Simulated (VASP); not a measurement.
Input of a VASP 6.6.1 run:

The input INCAR:

```
ALGO     = Normal         # electronic algorithm
EDIFF    = 1E-6           # SCF threshold, eV
ENCUT    = 520            # plane-wave cutoff, eV
GGA      = PE             # functional
ISIF     = 2              # what is computed and relaxed
ISMEAR   = -1             # smearing method
LASPH    = T              # aspherical terms in the spheres
LCHARG   = T              # write CHGCAR
LELF     = T              # ELF
LREAL    = F              # projectors in reciprocal space
LVHAR    = T            
LWAVE    = F              # write WAVECAR
NBANDS   = 13             # bands
NELM     = 60             # most SCF steps
PREC     = Accurate       # precision mode
SIGMA    = 0.1            # smearing width, eV
```

KPOINTS

```
k-points
0
Gamma
  15 15 15
```

File POSCAR:

```
Pb
1.0
   -1.8409182259      1.8409182259      1.8409182259
    1.8409182259     -1.8409182259      1.8409182259
    1.8409182259      1.8409182259     -1.8409182259
Pb
1
Direct
    0.0000000000      0.0000000000      0.0000000000
```

Potentials or basis: VASP PAW PBE potentials, release 64 (Pb_d).

Run with:

```bash
$ cat potpaw_PBE.64/Pb_d/POTCAR > POTCAR
$ mpirun -np 1 vasp_std > vasp.out
```

Problem. Predict the pressure.

Solution. 17.3 GPa.

Problem. Predict the band gap on the k mesh.

Solution. Zero (band 7 reaches 19.27 eV, above the bottom of band 8 at 7.08 eV).

Caveat: spin-orbit coupling is left out, which moves the levels of the heavy elements.
